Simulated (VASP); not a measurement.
# Se (Im-3m) in VASP: single point with LDA

Aim: the single point of Se with LDA.

All numbers are computed with VASP 6.6.1; they aren't measurements. Logs are shortened: lines on timing, memory, paths and dates and some standing lists are left out, and cuts for length are marked.

## 1. The cell of the first run

The structure is cubic, space group Im-3m (No. 229). The conventional cell has a = 2.808 Å, b = 2.808 Å, c = 2.808 Å, α = 90.00°, β = 90.00°, γ = 90.00°. Within 3.2 Å of Se (site symmetry m-3m) lie 14 Se at 2.43 to 2.81 Å.

## 2. Single point, LDA

INCAR reads:

```
SYSTEM = Se
  PREC = Accurate
  ENCUT = 520
  EDIFF = 1E-7
  ISMEAR = -1
  SIGMA = 0.15
  LREAL = .FALSE.
  LASPH = .TRUE.
  NELM = 60
  ALGO = Normal
  ISIF = 2
  LWAVE = .FALSE.
  LCHARG = .FALSE.
  GGA = CA
  NBANDS = 9
```

KPOINTS reads:

```
regular mesh
0
G
  9 9 9
  0 0 0
```

POSCAR reads:

```
Se
1.0
   -1.4038000000      1.4038000000      1.4038000000
    1.4038000000     -1.4038000000      1.4038000000
    1.4038000000      1.4038000000     -1.4038000000
Se
1
Direct
    0.0000000000      0.0000000000      0.0000000000
```

Potentials or basis: VASP PAW LDA potentials, release 64 (Se).

Command:

```bash
$ cat potpaw_LDA.64/Se/POTCAR > POTCAR
$ mpirun -np 1 vasp_std > vasp.out
```

OUTCAR:

```text
SYSTEM = Se
   PREC = Accurate
   ENCUT = 520
   EDIFF = 1E-7
   ISMEAR = -1
   LREAL = .FALSE.
   LASPH = .TRUE.
   NELM = 60
   ISIF = 2
   GGA = CA

 ion  position               nearest neighbor table
   1  0.000  0.000  0.000-

  LATTYP: Found a body centered cubic cell.
 ALAT       =     2.8076000000

  Lattice vectors:

 A1 = (  -1.4038000000,   1.4038000000,   1.4038000000)
 A2 = (   1.4038000000,  -1.4038000000,   1.4038000000)
 A3 = (   1.4038000000,   1.4038000000,  -1.4038000000)

Analysis of symmetry for initial positions (statically):
=====================================================================
 Subroutine PRICEL returns:
 Original cell was already a primitive cell.

 Routine SETGRP: Setting up the symmetry group for a
 body centered cubic supercell.

 Subroutine GETGRP returns: Found 48 space group operations
 (whereof 48 operations were pure point group operations)
 out of a pool of 48 trial point group operations.

The static configuration has the point symmetry O_h .

Analysis of symmetry for dynamics (positions and initial velocities):
=====================================================================
 Subroutine PRICEL returns:
 Original cell was already a primitive cell.

 Routine SETGRP: Setting up the symmetry group for a
 body centered cubic supercell.

 Subroutine GETGRP returns: Found 48 space group operations
 (whereof 48 operations were pure point group operations)
 out of a pool of 48 trial point group operations.

The dynamic configuration has the point symmetry O_h .

 Subroutine INISYM returns: Found 48 space group operations
 (whereof 48 operations are pure point group operations),
 and found     1 'primitive' translations

----------------------------------------------------------------------------------------

                                     Primitive cell

  volume of cell :      11.0656

  direct lattice vectors                    reciprocal lattice vectors
    -1.403800000  1.403800000  1.403800000     0.000000000  0.356176093  0.356176093
     1.403800000 -1.403800000  1.403800000     0.356176093  0.000000000  0.356176093
     1.403800000  1.403800000 -1.403800000     0.356176093  0.356176093  0.000000000

  length of vectors
     2.431452924  2.431452924  2.431452924     0.503709062  0.503709062  0.503709062

  position of ions in fractional coordinates (direct lattice)
[... 73 lines left out ...]
   LSORBIT =      F    spin-orbit coupling
   LASPH  =      T    aspherical Exc in radial PAW
   ENCUT  =  520.0 eV  38.22 Ry    6.18 a.u.   4.52  4.52  4.52*2*pi/ulx,y,z
   NELM   =     60;   NELMIN=  2; NELMDL= -5     # of ELM steps
   EDIFF  = 0.1E-06   stopping-criterion for ELM
   LREAL  =      F    real-space projection
   EDIFFG = 0.1E-05   stopping-criterion for IOM
   NSW    =      0    number of steps for IOM
   IBRION =     -1    ionic relax: 0-MD 1-quasi-New 2-CG
   NFREE  =      0    steps in history (QN), initial steepest desc. (CG)
   ISIF   =      2    stress and relaxation
   ISYM   =      2    0-nonsym 1-usesym 2-fastsym
   POTIM  = 0.5000    time-step for ionic-motion
   TEBEG  =    0.0;   TEEND  =   0.0 temperature during run
   PSTRESS=    0.0 pullay stress
   NELECT =       6.0000    total number of electrons
   NUPDOWN=      -1.0000    fix difference up-down
   EMIN   =  10.00;   EMAX   =-10.00  energy-range for DOS
   EFERMI =   0.00;   METHOD = LEGACY
   ISMEAR =    -1;   SIGMA  =   0.15  broadening in eV -4-tet -1-fermi 0-gaus
   EFERMI_NEDOS =   21; number of points for ismear=-14 and -15
   IALGO  =     38    algorithm
   IMIX   =      4    mixing-type and parameters
     AMIX     =   0.40;   BMIX     =  1.00
     AMIX_MAG =   1.60;   BMIX_MAG =  1.00
  volume/ion in A,a.u.               =      11.07        74.67
  Fermi-wavevector in a.u.,A,eV,Ry     =   1.334955  2.522699 24.247014  1.782105
  Thomas-Fermi vector in A             =   2.463697
   LORBIT       =      0    0 simple, 1 ext, 2 COOP (PROOUT), +10 PAW based schemes
   GGA     = CA    functional components
   LHFCALC =     F    Hartree Fock is set to
   AEXX    =    0.0000 exact exchange contribution
   IVDW    =     0    specifies the selected vdW correction
   LEPSILON=     F    determine dielectric tensor
   LRPA    =     F    only Hartree local field effects (RPA)
 non-spin polarized calculation
  energy-cutoff  :      520.00
  volume of cell :       11.07
 maximum number of plane-waves:       321
 NGX is ok and might be reduce to    18
   NGX =  9   NGY =  9   NGZ =  9

 number of electron       5.9999998 magnetization

 Free energy of the ion-electron system (eV)
  ---------------------------------------------------
  ext. energy  EPLUGINS =         0.00000000
  ---------------------------------------------------
  free energy    TOTEN  =        -1.29667173 eV

  energy without entropy =       -1.26171750  energy(sigma->0) =       -1.27919461

 E-fermi :  15.6875     XC(G=0): -13.6363

 val. band max:       15.6480834198   @ k =  -0.3333   0.3333   0.1111
 cond. band min:      15.7667790073   @ k =   0.2222   0.1111  -0.0000
 fundamental gap:      0.1186955874
 Fermi energy:        15.6874599901

 k-point     1 :       0.0000    0.0000    0.0000
  band No.  band energies     occupation
      1      -8.2931      2.00000
      2      23.2110      0.00000
      3      23.2110      0.00000
      4      23.2110      0.00000
      5      29.8217      0.00000
      6      29.8217      0.00000
      7      29.8217      0.00000
      8      33.6015      0.00000
      9      33.6015      0.00000
[... 265 lines left out ...]
 k-point    24 :      -0.4444   -0.4444    0.1111
  band No.  band energies     occupation
      1       1.2694      2.00000
      2       3.7345      2.00000
      3      10.9902      2.00000
      4      18.5341      0.00000
      5      24.7590      0.00000
      6      27.9694      0.00000
      7      29.8049      0.00000
      8      33.8488      0.00000
      9      46.9585      0.00000

 [... further k-points ...]
[... 5 lines left out ...]
  --------------------------------------------------------------------------------------
  -------------------------------------------------------------------------------------
  Total       10.9838177     10.9838177     10.9838177     -0.0000000      0.0000000      0.0000000
  in kB     1590.3334467   1590.3334467   1590.3334467     -0.0000000      0.0000000      0.0000000
  external PRESSURE =    1590.3334467 kB  Pullay stress =       0.0000000 kB

 VOLUME and BASIS-vectors are now :
 -----------------------------------------------------------------------------
  energy-cutoff  :      520.00
  volume of cell :       11.07
      direct lattice vectors                 reciprocal lattice vectors
    -1.403800000  1.403800000  1.403800000     0.000000000  0.356176093  0.356176093
     1.403800000 -1.403800000  1.403800000     0.356176093  0.000000000  0.356176093
     1.403800000  1.403800000 -1.403800000     0.356176093  0.356176093  0.000000000

 POSITION                                       TOTAL-FORCE (eV/Angst)
 -----------------------------------------------------------------------------------
      0.00000      0.00000      0.00000         0.000000      0.000000      0.000000
 -----------------------------------------------------------------------------------
    total drift:                                0.000000      0.000000      0.000000

  FREE ENERGIE OF THE ION-ELECTRON SYSTEM (eV)
  ---------------------------------------------------
  free  energy   TOTEN  =        -1.2966717266 eV

  energy  without entropy=       -1.2617175004  energy(sigma->0) =       -1.27919461
```

Run time: 2.4 s. Hardware: 1 thread of Intel Xeon 6975P-C, shared host; peak memory 0.11 GiB.

What came out:

* Free energy: -1.2967 eV
* Pressure: 159.0 GPa
* Band gap on the k mesh: zero (band 3 reaches 23.21 eV, above the bottom of band 4 at 8.57 eV)
